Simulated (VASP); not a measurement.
Mg2C:

```
Mg C
1.0
     3.24562    0.00000    0.00000
     0.00000    3.24562    0.00000
     0.00000    0.00000    4.59000
Mg C
2 1
Direct
  0.00000 0.00000 0.00000
  0.50000 0.50000 0.50000
  0.00000 0.00000 0.50000
```

This cell differs from its parent crystal: atoms taken out.

- Program: VASP 6.6.1
- Task: relaxation of cell and atoms
- Functional: PBE
- Potentials or basis: VASP PAW PBE potentials, release 64 (Mg, C)
- Cutoff: 600 eV
- k mesh: 14 × 14 × 10
- Occupations: gaussian, width 0.1 eV
- Spin: no spin polarisation

At the start: pressure -2.4 GPa; volume 16.12 Å³/atom.

Problem. Where does the relaxation end?

Solution. Over 7 steps the energy falls by 35.6 meV/atom and the volume is 15.68 Å³/atom (-2.7 %); space group P4/mmm (No. 123, to 0.1 Å) before and after.

Step by step:
| step | energy change (eV) | largest force (eV/Å) | pressure (GPa) | volume (Å³) |
| --- | --- | --- | --- | --- |
| 1 | 0.0000 | 0.0000 | -2.41 | 48.35 |
| 2 | -0.0851 | 0.0000 | 0.15 | 46.64 |
| 3 | -0.0969 | 0.0000 | 1.68 | 45.87 |
| 4 | -0.1065 | 0.0000 | 0.31 | 46.84 |
| 5 | -0.1067 | 0.0000 | 0.08 | 47.01 |
| 6 | -0.1067 | 0.0000 | 0.11 | 46.99 |
| 7 | -0.1067 | 0.0000 | 0.00 | 47.05 |

Final structure:
```xyz
3
Lattice="3.3106 0.0000 0.0000 0.0000 3.3106 0.0000 0.0000 0.0000 4.2928" Properties=species:S:1:pos:R:3 pbc="T T T"
Mg    0.0000    3.3106    0.0000
Mg    1.6553    1.6553    2.1464
C     0.0000    3.3106    2.1464
```

Caveat: the cell differs from its parent crystal (atoms taken out).
